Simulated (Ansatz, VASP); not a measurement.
**SnTe in VASP and in Ansatz**

```
Sn Te
1.0
     0.00000    3.21841    3.21841
     3.21841    0.00000    3.21841
     3.21841    3.21841    0.00000
Sn Te
1 1
Direct
  0.00000 0.00000 0.00000
  0.50000 0.50000 0.50000
```

Change from the starting cell: volume scaled by 1.06.

Alike in both runs: task single point; functional PBE; k mesh 11 × 11 × 11; occupations fermi-dirac, width 0.08 eV; no spin polarisation.

```csv
,VASP,Ansatz
version,VASP 6.6.1,Ansatz 0.2.0
potentials or method,"VASP PAW PBE potentials, release 64 (Sn_d, Te), cutoff 520 eV","all-electron LAPW, scalar-relativistic"
```

```tsv
	VASP	Ansatz	Ansatz less VASP
pressure (GPa)	-0.5	-0.5	+0.03
```

Ansatz ran all-electron here, and VASP with PAW potentials.

Spin-orbit coupling is off throughout.
